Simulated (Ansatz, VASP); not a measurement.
One calculation of KCl, two programs

```
K Cl
1.0
     3.63239    0.00000    0.00000
     0.00000    3.63239    0.00000
     0.00000    0.00000    3.63239
K Cl
1 1
Direct
  0.00000 0.00000 0.00000
  0.50000 0.50000 0.50000
```

Change from the starting cell: hydrostatic strain -3.7%.

Alike in both runs: task single point; functional HSE06; k mesh 6 × 6 × 6; no spin polarisation.

```csv
,VASP,Ansatz
version,VASP 6.6.1,Ansatz 0.2.0
potentials or method,"VASP PAW PBE potentials, release 64 (K_sv, Cl)","plane waves, PAW"
plane-wave cutoff (eV),520,420
occupations,"gaussian, width 0.01 eV",fixed
valence electrons in the cell,16,16
```

VASP gave:

```
gap on the k mesh at the Fermi level (eV) : 6.96
pressure (GPa)                            : 4.1
```

Q: Which values does Ansatz return?

A: gap on the k mesh at the Fermi level (eV): 6.96; pressure (GPa): 4.0.

Ansatz's warnings: stress exchange threshold loose, stress scf threshold loose.
